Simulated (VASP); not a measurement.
A run of VASP 6.6.1 is set up as follows.

INCAR

```
SYSTEM = HfC
PREC = Accurate
ENCUT = 520
EDIFF = 1E-6
ISMEAR = 0
SIGMA = 0.1
LREAL = .False.
LASPH = .True.
NELM = 100
ALGO = Normal
ISIF = 2
LWAVE = .False.
LCHARG = .False.
GGA = PS
NBANDS = 14
```

KPOINTS

```
Automatic mesh
0
Gamma
  11 11 15
  0 0 0
```

POSCAR

```
HfC
1.0
    3.2733713725     -0.0000000115      0.0002744711
   -0.0000000115      3.2733713725      0.0002744711
    1.6368777444      1.6368777444      2.2992513097
Hf C
1 1
Direct
    0.0000000000      0.0000000000      0.0000000000
    0.5000000000      0.5000000000      0.0000000000
```

Potentials or basis: VASP PAW PBE potentials, release 64 (Hf_pv, C).

Launch:

```sh
$ cat potpaw_PBE.64/Hf_pv/POTCAR potpaw_PBE.64/C/POTCAR > POTCAR
$ mpirun -np 1 vasp_std > vasp.out
```

Q: What does it give for the band gap on the k mesh?

A: Zero (band 7 reaches 7.02 eV, above the bottom of band 8 at 5.50 eV).

Q: What does it give for the pressure?

A: -2.2 GPa.

Stress tensor (GPa, compression positive):
```
-3.14 -0.04  0.00
-0.04 -3.14  0.00
 0.00  0.00 -0.32
```

Caveat: the PAW data sets were made with another functional, which shifts forces and pressure a little; spin-orbit coupling is left out, which moves the levels of the heavy elements.
